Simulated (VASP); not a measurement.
Set up this calculation in VASP 6.6.1, as the native input.

```
Task                   : single point
Functional             : PBE
Potentials or basis    : VASP PAW PBE potentials, release 64 (Si, O)
Cutoff                 : 520 eV
k mesh                 : 6 × 6 × 8
Occupations            : gaussian, width 0.05 eV
Spin                   : no spin polarisation
Dipole correction      : no
Further INCAR settings : ALGO = Normal; EDIFF = 1e-07; NBANDS = 25
```

The structure of SiO2 lies in POSCAR:

```
SiO2
1.0
    4.2358788266      0.0000000000      0.0000000000
    0.0000000000      3.9393673087      0.0000000000
    0.0000000000      0.0000000000      2.6897743046
Si O
2 4
Direct
    0.5000000000      0.5000000000      0.5000000000
    0.0000000000      0.0000000000      0.0000000000
    0.7395870220      0.6464385634      0.0000000000
    0.2395870220      0.8535614366      0.5000000000
    0.2604129780      0.3535614366      0.0000000000
    0.7604129780      0.1464385634      0.5000000000
```

This cell differs from its parent crystal: atoms displaced along a vibrational mode, the cell strained.

These files were run (other wordings do the same):

INCAR

```
SYSTEM = SiO2
  PREC = Accurate
  ENCUT = 520
  EDIFF = 1E-7
  ISMEAR = 0
  SIGMA = 0.05
  LREAL = .FALSE.
  LASPH = .TRUE.
  NELM = 60
  ALGO = Normal
  ISIF = 2
  LWAVE = .FALSE.
  LCHARG = .TRUE.
  GGA = PE
  LELF = .TRUE.
  LVHAR = .TRUE.
  NBANDS = 25
```

KPOINTS

```
regular mesh
0
G
  6 6 8
  0 0 0
```

Potentials or basis: VASP PAW PBE potentials, release 64 (Si, O).

The run is started by

```sh
$ cat potpaw_PBE.64/Si/POTCAR potpaw_PBE.64/O/POTCAR > POTCAR
$ mpirun -np 1 vasp_std > vasp.out
```

Results of the run:

```json
{
  "Pressure": "17.9 GPa",
  "Largest force": "1.380 eV/Å",
  "Band gap on the k mesh": "5.74 eV"
}
```

Caveat: the cell differs from its parent crystal (atoms displaced along a vibrational mode, the cell strained); the cell stands under pressure; forces of over 1 eV/Å act on the atoms, so gaps and moduli don't describe the material at rest.

Run time: 35 s on 1 thread of AMD EPYC 9R45 96-Core Processor (Zen 5), on a shared host, peak memory 0.16 GiB.
